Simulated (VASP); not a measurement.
BiPd3:

```
Bi Pd
1.0
     0.00000    3.26309    3.26309
     3.26309    0.00000    3.26309
     3.26309    3.26309    0.00000
Bi Pd
1 3
Direct
  0.50000 0.50000 0.50000
  0.75000 0.75000 0.75000
  0.25000 0.25000 0.25000
  0.00000 0.00000 0.00000
```

```yaml
Program: VASP 6.6.1
Task: relaxation of volume and atoms at fixed shape
Functional: PBEsol
Potentials_or_basis: VASP PAW PBE potentials, release 64 (Bi_d, Pd)
Cutoff: 600 eV
k_mesh: 6 × 6 × 6
Occupations: fermi-dirac, width 0.1 eV
Spin: no spin polarisation
```

At the start: pressure -3.3 GPa; volume 17.37 Å³/atom.

Problem. Where does the relaxation end?

Solution. Over 3 steps the energy falls by 4.3 meV/atom and the volume is 16.97 Å³/atom (-2.3 %); space group Fm-3m (No. 225, to 0.05 Å).

Step by step:
```csv
step,energy change (eV),largest force (eV/Å),pressure (GPa),volume (Å³)
1,0.0000,0.0000,-3.30,69.49
2,0.0097,0.0000,4.61,65.95
3,-0.0171,0.0000,-0.04,67.88
```

Final structure:
```
CELL_PARAMETERS angstrom
0.00000 3.23769 3.23769
3.23769 0.00000 3.23769
3.23769 3.23769 0.00000
ATOMIC_POSITIONS crystal
Bi 0.50000 0.50000 0.50000
Pd 0.75000 0.75000 0.75000
Pd 0.25000 0.25000 0.25000
Pd 0.00000 0.00000 0.00000
```

Caveat: the PAW data sets were made with another functional, which shifts forces and pressure a little.
